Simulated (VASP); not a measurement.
# Ta2N (P-3m1) in VASP: a series of runs

Runs on Ta2N. Level: PBEsol. Tasks: single point.

All numbers are computed with VASP 6.6.1; they aren't measurements. Logs are shortened: lines on timing, memory, paths and dates and some standing lists are left out, and cuts for length are marked.

## (1) The cell of the first run

The structure is trigonal, space group P-3m1 (No. 164). Conventional cell: a = 3.255 Å, b = 3.255 Å, c = 4.660 Å, α = 90.00°, β = 90.00°, γ = 120.00°. Within 3.1 Å of Ta (site symmetry 3m) lie 3 N at 2.22 Å and 6 Ta at 2.97 to 3.02 Å. Within 2.9 Å of N (site symmetry -3m) lie 6 Ta at 2.22 Å.

## (2) Single point, PBEsol (14.25 Å³/atom)

Input file INCAR:

```
PREC     = Accurate       # precision mode
ENCUT    = 520            # plane-wave cutoff, eV
EDIFF    = 1E-6           # SCF threshold, eV
ISMEAR   = 0              # smearing method
SIGMA    = 0.15           # smearing width, eV
LREAL    = False          # projectors in reciprocal space
LASPH    = True           # aspherical terms in the spheres
NELM     = 60             # most SCF steps
ALGO     = Normal         # electronic algorithm
ISIF     = 2              # what is computed and relaxed
LWAVE    = False          # write WAVECAR
LCHARG   = False          # write CHGCAR
GGA      = PS             # functional
NBANDS   = 20             # bands
```

Input file KPOINTS:

```
Automatic mesh
0
Gamma
  18 18 10
```

Input file POSCAR:

```
Ta2N
1.0
    3.2549033037      0.0000000000      0.0000000000
   -1.6274516519      2.8188289479      0.0000000000
    0.0000000000      0.0000000000      4.6597195696
Ta N
2 1
Direct
    0.6666666667      0.3333333333      0.7463700642
    0.3333333333      0.6666666667      0.2536299358
    0.0000000000      0.0000000000      0.0000000000
```

Potentials or basis: VASP PAW PBE potentials, release 64 (Ta_pv, N).

Command:

```console
> cat potpaw_PBE.64/Ta_pv/POTCAR potpaw_PBE.64/N/POTCAR > POTCAR
> mpirun -np 1 vasp_std > vasp.out
```

OUTCAR:

```text
PREC = Accurate
   ENCUT = 520
   EDIFF = 1E-6
   ISMEAR = 0
   LREAL = False
   LASPH = True
   NELM = 60
   ISIF = 2
   GGA = PS

 ion  position               nearest neighbor table
   1  0.667  0.333  0.746-   3 2.22   3 2.22   3 2.22   2 2.97   2 2.97   2 2.97   2 3.02   2 3.02
                             2 3.02
   2  0.333  0.667  0.254-   3 2.22   3 2.22   3 2.22   1 2.97   1 2.97   1 2.97   1 3.02   1 3.02
                             1 3.02
   3  0.000  0.000  0.000-   1 2.22   2 2.22   1 2.22   2 2.22   1 2.22   2 2.22

  LATTYP: Found a hexagonal cell.
 ALAT       =     3.2549033037
 C/A-ratio  =     1.4316000000

  Lattice vectors:

 A1 = (   3.2549033037,   0.0000000000,   0.0000000000)
 A2 = (  -1.6274516519,   2.8188289479,   0.0000000000)
 A3 = (   0.0000000000,   0.0000000000,   4.6597195696)

Analysis of symmetry for initial positions (statically):
=====================================================================
 Subroutine PRICEL returns:
 Original cell was already a primitive cell.

 Routine SETGRP: Setting up the symmetry group for a
 hexagonal supercell.

 Subroutine GETGRP returns: Found 12 space group operations
 (whereof 12 operations were pure point group operations)
 out of a pool of 24 trial point group operations.

The static configuration has the point symmetry D_3d.

Analysis of symmetry for dynamics (positions and initial velocities):
=====================================================================
 Subroutine PRICEL returns:
 Original cell was already a primitive cell.

 Routine SETGRP: Setting up the symmetry group for a
 hexagonal supercell.

 Subroutine GETGRP returns: Found 12 space group operations
 (whereof 12 operations were pure point group operations)
 out of a pool of 24 trial point group operations.

The dynamic configuration has the point symmetry D_3d.

 Subroutine INISYM returns: Found 12 space group operations
 (whereof 12 operations are pure point group operations),
 and found     1 'primitive' translations

----------------------------------------------------------------------------------------

                                     Primitive cell

  volume of cell :      42.7530

  direct lattice vectors                    reciprocal lattice vectors
     3.254903304  0.000000000  0.000000000     0.307228789  0.177378624  0.000000000
    -1.627451652  2.818828948  0.000000000     0.000000000  0.354757248  0.000000000
     0.000000000  0.000000000  4.659719570     0.000000000  0.000000000  0.214605189

  length of vectors
     3.254903304  3.254903304  4.659719570     0.354757248  0.354757248  0.214605189

  position of ions in fractional coordinates (direct lattice)
     0.666666667  0.333333333  0.746370064
     0.333333333  0.666666667  0.253629936
     0.000000000  0.000000000  0.000000000

  ion indices of the primitive-cell ions
   primitive index   ion index
                 1           1
                 2           2
                 3           3

----------------------------------------------------------------------------------------

 KPOINTS: Automatic mesh

Automatic generation of k-mesh.
 Grid dimensions read from file:
 generate k-points for:   18   18   10

 Generating k-lattice:

  Cartesian coordinates                     Fractional coordinates (reciprocal lattice)
     0.017068266  0.009854368  0.000000000     0.055555556  0.000000000  0.000000000
     0.000000000  0.019708736  0.000000000     0.000000000  0.055555556  0.000000000
     0.000000000  0.000000000  0.021460519     0.000000000  0.000000000  0.100000000

  Length of vectors
     0.019708736  0.019708736  0.021460519

  Shift w.r.t. Gamma in fractional coordinates (k-lattice)
     0.000000000  0.000000000  0.000000000

 Subroutine IBZKPT returns following result:
 ===========================================

 Found    330 irreducible k-points:

 Following reciprocal coordinates:
            Coordinates               Weight
  0.000000  0.000000  0.000000      1.000000
  0.055556 -0.000000  0.000000      6.000000
  0.111111 -0.000000  0.000000      6.000000
  0.166667  0.000000  0.000000      6.000000
  0.222222 -0.000000  0.000000      6.000000
  0.277778  0.000000  0.000000      6.000000
[... 16 lines left out ...]
  0.333333  0.111111  0.000000     12.000000
  0.388889  0.111111  0.000000     12.000000
 [... further k-points ...]
   k-points           NKPTS =    330   k-points in BZ     NKDIM =    330   number of bands    NBANDS=     20
   number of dos      NEDOS =    301   number of ions     NIONS =      3
   total plane-waves  NPLWV =  20736
   dimension x,y,z NGX =    24 NGY =   24 NGZ =   36
   dimension x,y,z NGXF=    48 NGYF=   48 NGZF=   72
   ions per type =               2   1
   NGX,Y,Z   is equivalent  to a cutoff of  12.26, 12.26, 12.84 a.u.
   NGXF,Y,Z  is equivalent  to a cutoff of  24.52, 24.52, 25.69 a.u.
 SYSTEM =  unknown system
   PREC   = accura    normal or accurate (medium, high low for compatibility)
   ISTART =      0    job   : 0-new  1-cont  2-samecut
   ICHARG =      2    charge: 1-file 2-atom 10-const
   ISPIN  =      1    spin polarized calculation?
   LNONCOLLINEAR =      F non collinear calculations
   LSORBIT =      F    spin-orbit coupling
   LASPH  =      T    aspherical Exc in radial PAW
   ENCUT  =  520.0 eV  38.22 Ry    6.18 a.u.   6.05  6.05  8.66*2*pi/ulx,y,z
   NELM   =     60;   NELMIN=  2; NELMDL= -5     # of ELM steps
   EDIFF  = 0.1E-05   stopping-criterion for ELM
   LREAL  =      F    real-space projection
   EDIFFG = 0.1E-04   stopping-criterion for IOM
   NSW    =      0    number of steps for IOM
   IBRION =     -1    ionic relax: 0-MD 1-quasi-New 2-CG
   NFREE  =      0    steps in history (QN), initial steepest desc. (CG)
   ISIF   =      2    stress and relaxation
   ISYM   =      2    0-nonsym 1-usesym 2-fastsym
   POTIM  = 0.5000    time-step for ionic-motion
   TEBEG  =    0.0;   TEEND  =   0.0 temperature during run
   PSTRESS=    0.0 pullay stress
   NELECT =      27.0000    total number of electrons
   NUPDOWN=      -1.0000    fix difference up-down
   EMIN   =  10.00;   EMAX   =-10.00  energy-range for DOS
   EFERMI =   0.00;   METHOD = LEGACY
   ISMEAR =     0;   SIGMA  =   0.15  broadening in eV -4-tet -1-fermi 0-gaus
   EFERMI_NEDOS =   21; number of points for ismear=-14 and -15
   IALGO  =     38    algorithm
   IMIX   =      4    mixing-type and parameters
     AMIX     =   0.40;   BMIX     =  1.00
     AMIX_MAG =   1.60;   BMIX_MAG =  1.00
  volume/ion in A,a.u.               =      14.25        96.17
  Fermi-wavevector in a.u.,A,eV,Ry     =   1.404561  2.654235 26.841453  1.972791
  Thomas-Fermi vector in A             =   2.527110
   LORBIT       =      0    0 simple, 1 ext, 2 COOP (PROOUT), +10 PAW based schemes
   GGA     = PS    functional components
   LHFCALC =     F    Hartree Fock is set to
   AEXX    =    0.0000 exact exchange contribution
   IVDW    =     0    specifies the selected vdW correction
   LEPSILON=     F    determine dielectric tensor
   LRPA    =     F    only Hartree local field effects (RPA)
 non-spin polarized calculation
 Gauss-broadening in eV      SIGMA  =   0.15
  energy-cutoff  :      520.00
  volume of cell :       42.75
 maximum number of plane-waves:      1170
   NGX = 13   NGY = 13   NGZ = 17

 number of electron      27.0000001 magnetization

 Free energy of the ion-electron system (eV)
  ---------------------------------------------------
  ext. energy  EPLUGINS =         0.00000000
  ---------------------------------------------------
  free energy    TOTEN  =       -36.16147710 eV

  energy without entropy =      -36.14898875  energy(sigma->0) =      -36.15523292

 E-fermi :   6.7843     XC(G=0): -12.7318

 val. band max:        6.7718545680   @ k =   0.0556   0.0556   0.1000
 cond. band min:       6.7845003076   @ k =   0.0556  -0.0000   0.1000
 fundamental gap:      0.0126457396
 Fermi energy:         6.7842788244

 k-point     1 :       0.0000    0.0000    0.0000
  band No.  band energies     occupation
      1     -28.7483      2.00000
      2     -28.2345      2.00000
      3     -28.2345      2.00000
      4     -28.0642      2.00000
      5     -28.0642      2.00000
      6     -27.8015      2.00000
[... 12 lines left out ...]
     19       8.0100      0.00000
     20      11.9306      0.00000

 k-point     2 :       0.0556   -0.0000    0.0000
  band No.  band energies     occupation
      1     -28.7403      2.00000
      2     -28.2460      2.00000
      3     -28.2399      2.00000
      4     -28.0764      2.00000
      5     -28.0641      2.00000
      6     -27.8063      2.00000
[... 12 lines left out ...]
     19       8.2000      0.00000
     20      11.9076      0.00000

 k-point     3 :       0.1111   -0.0000    0.0000
  band No.  band energies     occupation
      1     -28.7169      2.00000
      2     -28.2794      2.00000
      3     -28.2550      2.00000
      4     -28.1112      2.00000
      5     -28.0642      2.00000
      6     -27.8206      2.00000
[... 12 lines left out ...]
     19       8.8096      0.00000
     20      11.7728      0.00000

 k-point     4 :       0.1667    0.0000    0.0000
  band No.  band energies     occupation
      1     -28.6794      2.00000
      2     -28.3313      2.00000
      3     -28.2770      2.00000
      4     -28.1627      2.00000
      5     -28.0656      2.00000
      6     -27.8443      2.00000
[... 12 lines left out ...]
     19       9.6768      0.00000
     20      11.5030      0.00000

 k-point     5 :       0.2222   -0.0000    0.0000
  band No.  band energies     occupation
      1     -28.6303      2.00000
      2     -28.3958      2.00000
      3     -28.3026      2.00000
      4     -28.2231      2.00000
      5     -28.0684      2.00000
      6     -27.8767      2.00000
[... 12 lines left out ...]
     19      10.4945      0.00000
     20      11.2336      0.00000

 k-point     6 :       0.2778    0.0000    0.0000
  band No.  band energies     occupation
      1     -28.5739      2.00000
      2     -28.4640      2.00000
      3     -28.3287      2.00000
      4     -28.2844      2.00000
      5     -28.0726      2.00000
      6     -27.9170      2.00000
[... 12 lines left out ...]
     19      10.7932      0.00000
     20      11.4986      0.00000

 k-point     7 :       0.3333    0.0000    0.0000
  band No.  band energies     occupation
      1     -28.5467      2.00000
      2     -28.4948      2.00000
      3     -28.3523      2.00000
      4     -28.3396      2.00000
      5     -28.0773      2.00000
      6     -27.9631      2.00000
[... 12 lines left out ...]
     19      10.7557      0.00000
     20      11.9368      0.00000
[... 277 lines left out ...]
 k-point    20 :       0.1667    0.1111    0.0000
  band No.  band energies     occupation
      1     -28.6100      2.00000
      2     -28.3940      2.00000
      3     -28.3609      2.00000
      4     -28.2077      2.00000
      5     -28.0872      2.00000
      6     -27.8906      2.00000
[... 12 lines left out ...]
     19      10.7585      0.00000
     20      11.1456      0.00000

 k-point    21 :       0.2222    0.1111    0.0000
  band No.  band energies     occupation
      1     -28.5556      2.00000
      2     -28.4604      2.00000
      3     -28.3901      2.00000
      4     -28.2517      2.00000
      5     -28.0966      2.00000
      6     -27.9307      2.00000
[... 12 lines left out ...]
     19      10.9747      0.00000
     20      11.4606      0.00000

 k-point    22 :       0.2778    0.1111    0.0000
  band No.  band energies     occupation
      1     -28.5412      2.00000
      2     -28.4792      2.00000
      3     -28.4105      2.00000
      4     -28.2980      2.00000
      5     -28.1047      2.00000
      6     -27.9767      2.00000
[... 12 lines left out ...]
     19      11.1037      0.00000
     20      11.5163      0.00000

 k-point    23 :       0.3333    0.1111    0.0000
  band No.  band energies     occupation
      1     -28.5893      2.00000
      2     -28.4275      2.00000
      3     -28.4172      2.00000
      4     -28.3414      2.00000
      5     -28.1112      2.00000
      6     -28.0249      2.00000
[... 12 lines left out ...]
     19      11.0542      0.00000
     20      11.4229      0.00000

 k-point    24 :       0.3889    0.1111    0.0000
  band No.  band energies     occupation
      1     -28.6234      2.00000
      2     -28.4206      2.00000
      3     -28.3790      2.00000
      4     -28.3722      2.00000
      5     -28.1153      2.00000
      6     -28.0665      2.00000
[... 12 lines left out ...]
     19      10.8730      0.00000
     20      11.5586      0.00000

 [... further k-points ...]

------------------------ aborting loop because EDIFF is reached ----------------------------------------

  FORCE on cell =-STRESS in cart. coord.  units (eV):
  Direction    XX          YY          ZZ          XY          YZ          ZX
  --------------------------------------------------------------------------------------
  -------------------------------------------------------------------------------------
  Total       -6.5667135     -6.5667135     -1.4855237      0.0000000      0.0000000     -0.0000000
  in kB     -246.0889197   -246.0889197    -55.6703011      0.0000000      0.0000000     -0.0000000
  external PRESSURE =    -182.6160468 kB  Pullay stress =       0.0000000 kB

 VOLUME and BASIS-vectors are now :
 -----------------------------------------------------------------------------
  energy-cutoff  :      520.00
  volume of cell :       42.75
      direct lattice vectors                 reciprocal lattice vectors
     3.254903304  0.000000000  0.000000000     0.307228789  0.177378624  0.000000000
    -1.627451652  2.818828948  0.000000000     0.000000000  0.354757248  0.000000000
     0.000000000  0.000000000  4.659719570     0.000000000  0.000000000  0.214605189

 POSITION                                       TOTAL-FORCE (eV/Angst)
 -----------------------------------------------------------------------------------
      1.62745      0.93961      3.47788        -0.000000      0.000000      0.913609
     -0.00000      1.87922      1.18184         0.000000     -0.000000     -0.913609
      0.00000      0.00000      0.00000         0.000000      0.000000      0.000000
 -----------------------------------------------------------------------------------
    total drift:                                0.000000     -0.000000      0.000000

  FREE ENERGIE OF THE ION-ELECTRON SYSTEM (eV)
  ---------------------------------------------------
  free  energy   TOTEN  =       -36.1614770998 eV

  energy  without entropy=      -36.1489887451  energy(sigma->0) =      -36.15523292
```

Run time: 94 s. Hardware: 1 thread of Intel Xeon Platinum 8559C (Emerald Rapids), shared host; peak memory 0.35 GiB.

What came out:

```yaml
Free_energy: -36.1615 eV
Pressure: -18.3 GPa
Largest_force: 0.914 eV/Å
Band_gap_on_the_k_mesh: zero (an odd number of electrons rules out a gap without spin polarisation)
```

Forces on the atoms (eV/Å):
```
Ta   0.000  0.000  0.914
Ta   0.000  0.000 -0.914
N    0.000  0.000  0.000
```

Caveat: the stress differs along the axes, from -25 to -6 GPa; the PAW data sets were made with another functional, which shifts forces and pressure a little; spin-orbit coupling is left out, which moves the levels of the heavy elements.

(Part 1 of 2 ends here.)
